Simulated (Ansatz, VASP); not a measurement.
**Two plane-wave programs on CdSe**

INCAR

```
SYSTEM = CdSe
  PREC = Accurate
  ENCUT = 600
  EDIFF = 1E-6
  ISMEAR = 0
  SIGMA = 0.1
  LREAL = .False.
  LASPH = .True.
  NELM = 80
  ALGO = Normal
  ISIF = 3
  LWAVE = .False.
  LCHARG = .False.
  GGA = PE
  IBRION = 2
  NSW = 90
  EDIFFG = -0.04
```

The input KPOINTS:

```
regular mesh
0
Gamma
  6 6 4
  0 0 0
```

File POSCAR:

```
CdSe
1.0
    3.9146797200      0.0000000000      0.0000000000
   -1.9573398600      3.3902120900      0.0000000000
    0.0000000000      0.0000000000      6.4497857000
Cd Se
2 2
Direct
    0.0000000000      0.0000000000      0.0000000000
    0.0000000000      0.0000000000      0.5000000000
    0.3333333300      0.6666666700      0.7500000000
    0.6666666700      0.3333333300      0.2500000000
```

Input for Ansatz:

```yaml
crystal:
  lattice:
    - [3.91467972, 0.0, 0.0]
    - [-1.95733986, 3.39021209, 0.0]
    - [0.0, 0.0, 6.4497857]
  atoms:
    - { symbol: Cd, position: [0.0, 0.0, 0.0] }
    - { symbol: Cd, position: [0.0, 0.0, 0.5] }
    - { symbol: Se, position: [0.33333333, 0.66666667, 0.75] }
    - { symbol: Se, position: [0.66666667, 0.33333333, 0.25] }
basis:
  ecutwfc: 420
kpoints:
  mp_grid: { grid: [6, 6, 4] }
hamiltonian:
  xc: pbe
scf:
  occupations: { method: gaussian, width: 0.1 }
  lower_state_search: "off"
output:
  forces: true
  stress: true
  eigenvalues: true
relax:
  adjacent_minimum: "off"
  f_tol: 0.04
  max_steps: 70
  cell: { stress_tol: 0.4 }
```

Alike in both runs: task relaxation of cell and atoms; functional PBE; k mesh 6 × 6 × 4; occupations gaussian, width 0.1 eV; no spin polarisation.

|  | VASP | Ansatz |
| --- | --- | --- |
| version | VASP 6.6.1 | Ansatz 0.2.0 |
| potentials or method | VASP PAW PBE potentials, release 64 (Cd, Se), cutoff 600 eV | scalar-relativistic, plane waves, PAW |
| valence electrons in the cell | 36 | 72 |

|  | VASP | Ansatz | Ansatz less VASP |
| --- | --- | --- | --- |
| gap on the k mesh at the Fermi level, each at its own relaxed structure (eV) | none | none | - |
| relaxed volume (Å³/atom) | 24.07 | 24.07 | +0.005 |
| relaxed length of the cell vector where the two differ most in proportion (Å) | 6.722 | 6.704 | -0.0184 |

A gap of «none» marks a metal or a gap that the smearing closes. VASP's potentials hold 36 valence electrons a cell and Ansatz's 72, so a difference there can come from the potentials and not from the codes.
